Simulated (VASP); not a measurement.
# Cu (Fd-3m) in VASP: a series of runs, part 2 of 2

VASP 6.6.1. Earlier steps stand in the parts before.

### Step 4. Single point, PBEsol

This run uses another cell than the first one, of 17.90 Å³/atom, 1.282 times its volume.

INCAR

```
SYSTEM = Cu
PREC     = Accurate       ! precision mode
ENCUT    = 520            ! plane-wave cutoff, eV
EDIFF    = 1E-7           ! SCF threshold, eV
ISMEAR   = -1             ! smearing method
SIGMA    = 0.1            ! smearing width, eV
LREAL    = .FALSE.        ! projectors in reciprocal space
LASPH    = .TRUE.         ! aspherical terms in the spheres
NELM     = 60             ! most SCF steps
ALGO     = Normal         ! electronic algorithm
ISIF     = 2              ! what is computed and relaxed
LWAVE    = .FALSE.        ! write WAVECAR
LCHARG   = .FALSE.        ! write CHGCAR
GGA      = PS             ! functional
NBANDS   = 18             ! bands
```

KPOINTS

```
Automatic mesh
0
G
  14 14 14
  0 0 0
```

POSCAR

```
Cu
1.0
    0.0000000000      2.6159309447      2.6159309447
    2.6159309447      0.0000000000      2.6159309447
    2.6159309447      2.6159309447      0.0000000000
Cu
2
Direct
   -0.1250000000     -0.1250000000     -0.1250000000
    0.1250000000      0.1250000000      0.1250000000
```

Potentials or basis: VASP PAW PBE potentials, release 64 (Cu).

Run with:

```console
$ cat potpaw_PBE.64/Cu/POTCAR > POTCAR
$ mpirun -np 1 vasp_std > vasp.out
```

OUTCAR:

```text
SYSTEM = Cu
   PREC = Accurate
   ENCUT = 520
   EDIFF = 1E-7
   ISMEAR = -1
   LREAL = .FALSE.
   LASPH = .TRUE.
   NELM = 60
   ISIF = 2
   GGA = PS

 ion  position               nearest neighbor table
   1  0.875  0.875  0.875-   2 2.27   2 2.27   2 2.27   2 2.27
   2  0.125  0.125  0.125-   1 2.27   1 2.27   1 2.27   1 2.27

  LATTYP: Found a face centered cubic cell.
 ALAT       =     5.2318618894

  Lattice vectors:

 A1 = (   0.0000000000,   2.6159309447,   2.6159309447)
 A2 = (   2.6159309447,   0.0000000000,   2.6159309447)
 A3 = (   2.6159309447,   2.6159309447,   0.0000000000)

Analysis of symmetry for initial positions (statically):
=====================================================================
 Subroutine PRICEL returns:
 Original cell was already a primitive cell.

 Routine SETGRP: Setting up the symmetry group for a
 face centered cubic supercell.

 Subroutine GETGRP returns: Found 48 space group operations
 (whereof 12 operations were pure point group operations)
[... 161 lines left out ...]
  free energy    TOTEN  =        -6.25733292 eV

  energy without entropy =       -6.23219392  energy(sigma->0) =       -6.24476342

 E-fermi :   3.1365     XC(G=0): -10.3985

 val. band max:        3.1265243183   @ k =  -0.4286   0.0714   0.0000
 cond. band min:       3.1769684298   @ k =  -0.3571   0.4286   0.1429
 fundamental gap:      0.0504441115
 Fermi energy:         3.1364564159

 k-point     1 :       0.0000    0.0000    0.0000
  band No.  band energies     occupation
      1      -3.5106      2.00000
      2      -0.0358      2.00000
      3      -0.0358      2.00000
      4      -0.0358      2.00000
      5      -0.0147      2.00000
      6      -0.0147      2.00000
[... 481 lines left out ...]
      5       0.2012      2.00000
      6       0.3667      2.00000
[... 10 lines left out ...]
     17      17.3860      0.00000
     18      17.7401      0.00000

 [... further k-points ...]

------------------------ aborting loop because EDIFF is reached ----------------------------------------

  FORCE on cell =-STRESS in cart. coord.  units (eV):
  Direction    XX          YY          ZZ          XY          YZ          ZX
  --------------------------------------------------------------------------------------
  -------------------------------------------------------------------------------------
  Total        0.0665931      0.0665931      0.0665931      0.0000000     -0.0000000      0.0000000
  in kB        2.9800991      2.9800991      2.9800991      0.0000000     -0.0000000      0.0000000
  external PRESSURE =       2.9800991 kB  Pullay stress =       0.0000000 kB

 VOLUME and BASIS-vectors are now :
 -----------------------------------------------------------------------------
  energy-cutoff  :      520.00
  volume of cell :       35.80
      direct lattice vectors                 reciprocal lattice vectors
     0.000000000  2.615930945  2.615930945    -0.191136544  0.191136544  0.191136544
     2.615930945  0.000000000  2.615930945     0.191136544 -0.191136544  0.191136544
     2.615930945  2.615930945  0.000000000     0.191136544  0.191136544 -0.191136544

 POSITION                                       TOTAL-FORCE (eV/Angst)
 -----------------------------------------------------------------------------------
      4.57788      4.57788      4.57788        -0.000000     -0.000000     -0.000000
      0.65398      0.65398      0.65398         0.000000      0.000000      0.000000
 -----------------------------------------------------------------------------------
    total drift:                                0.000000      0.000000     -0.000000

  FREE ENERGIE OF THE ION-ELECTRON SYSTEM (eV)
  ---------------------------------------------------
  free  energy   TOTEN  =        -6.2573329242 eV

  energy  without entropy=       -6.2321939161  energy(sigma->0) =       -6.24476342
```

OSZICAR:

```text
N       E                     dE             d eps       ncg     rms          rms(c)
DAV:   1     0.131956988850E+03    0.13196E+03   -0.10254E+04  3824   0.188E+03
DAV:   2    -0.152372735296E+01   -0.13348E+03   -0.12619E+03  3760   0.275E+02
DAV:   3    -0.769701763474E+01   -0.61733E+01   -0.59534E+01  4250   0.854E+01
DAV:   4    -0.777965398608E+01   -0.82636E-01   -0.82575E-01  4430   0.105E+01
DAV:   5    -0.778102294124E+01   -0.13690E-02   -0.13689E-02  4632   0.116E+00    0.109E+01
DAV:   6    -0.751725829672E+01    0.26376E+00   -0.17124E+01  4484   0.102E+02    0.737E+00
DAV:   7    -0.626802658644E+01    0.12492E+01   -0.41418E+00  4392   0.478E+01    0.433E-01
DAV:   8    -0.626756748199E+01    0.45910E-03   -0.12283E-01  5400   0.643E+00    0.881E-01
DAV:   9    -0.625774171180E+01    0.98258E-02   -0.40808E-02  4778   0.459E+00    0.171E-01
DAV:  10    -0.625737034690E+01    0.37136E-03   -0.13293E-03  5358   0.743E-01    0.499E-02
DAV:  11    -0.625733282910E+01    0.37518E-04   -0.10641E-04  5692   0.201E-01    0.380E-03
DAV:  12    -0.625733295274E+01   -0.12364E-06   -0.50182E-06  5624   0.362E-02    0.521E-03
DAV:  13    -0.625733292424E+01    0.28496E-07   -0.94097E-07  5060   0.205E-02
   1 F= -.62573329E+01 E0= -.62447634E+01  d E =-.251390E-01
```

It took 32 s on 1 thread of AMD EPYC 9R45 (Zen 5), shared host; peak memory 0.16 GiB.

Results:

```yaml
Free_energy: -6.2573 eV
Pressure: 0.3 GPa
Band_gap_on_the_k_mesh: zero (band 11 reaches 3.75 eV, above the bottom of band 12 at 2.78 eV)
```

Levels at points of the mesh, in eV from the Fermi level:
| k point | band 8 | band 9 | band 10 | band 11 | band 12 | band 13 | band 14 | band 15 |
| --- | --- | --- | --- | --- | --- | --- | --- | --- |
| (0.00, 0.00, 0.00) | -1.98 | -1.98 | -1.25 | -1.25 | 10.20 | 10.20 | 10.20 | 11.04 |
| (0.50, 0.00, 0.00) | -1.74 | -1.69 | -1.35 | -1.35 | -0.36 | 7.36 | 7.36 | 11.52 |
| (0.50, 0.50, 0.00) | -2.15 | -1.25 | -1.25 | 0.24 | 0.24 | 3.81 | 3.81 | 8.15 |

Caveat: the PAW data sets were made with another functional, which shifts forces and pressure a little.

### Step 5. Single point, PBEsol

This run uses another cell than the first one, of 17.90 Å³/atom, 1.282 times its volume.

INCAR

```
  ALGO = Normal
  EDIFF = 1E-6
  ENCUT = 520
  GGA = PS
  ISIF = 2
  ISMEAR = -1
  LASPH = True
  LCHARG = False
  LREAL = False
  LWAVE = False
  NBANDS = 18
  NELM = 100
  PREC = Accurate
  SIGMA = 0.1
```

KPOINTS

```
k-points
0
Gamma
  14 14 14
```

POSCAR

```
Cu
1.0
    0.0000000000      2.6159309386      2.6159309386
    2.6159309386      0.0000000000      2.6159309386
    2.6159309386      2.6159309386      0.0000000000
Cu
2
Direct
   -0.1250000000     -0.1250000000     -0.1250000000
    0.1250000000      0.1250000000      0.1250000000
```

Run with:

```console
$ cat potpaw_PBE.64/Cu/POTCAR > POTCAR
$ mpirun -np 1 vasp_std > vasp.out
```

Wall time 30 s (1 thread of AMD EPYC 9R45 (Zen 5), shared host); peak memory 0.16 GiB.

Results (log left out):

```yaml
Free_energy: -6.2573 eV
Pressure: 0.0 GPa
Band_gap_on_the_k_mesh: zero (band 11 reaches 3.75 eV, above the bottom of band 12 at 2.78 eV)
```

Levels at points of the mesh, in eV from the Fermi level:
```tsv
k point	band 9	band 10	band 11	band 12	band 13	band 14
(0.00, 0.00, 0.00)	-1.97	-1.25	-1.25	10.20	10.20	10.20
(0.50, 0.00, 0.00)	-1.69	-1.35	-1.35	-0.36	7.36	7.36
(0.50, 0.50, 0.00)	-1.25	-1.25	0.24	0.24	3.80	3.80
```

Caveat: the PAW data sets were made with another functional, which shifts forces and pressure a little.

### Step 6. The runs side by side

| cell | gap on the mesh (eV) | pressure (GPa) |
| --- | --- | --- |
| a = 3.405 Å, angles 60.0°, 2 atoms | none | 31.3 |
| a = 3.545 Å, angles 60.0°, 2 atoms | none | 12.3 |
| a = 3.699 Å, angles 60.0°, 2 atoms | none | 0.0 |

Alike in all rows: task single point; level PBEsol; potentials or basis VASP PAW PBE potentials, release 64 (Cu); no spin polarisation; k mesh 14 × 14 × 14; cutoff (eV) 520; smearing fermi-dirac 0.1 eV.

Caveats: the PAW data sets were made with another functional, which shifts forces and pressure a little.

Absolute energies hang on the potentials; compare differences alone.
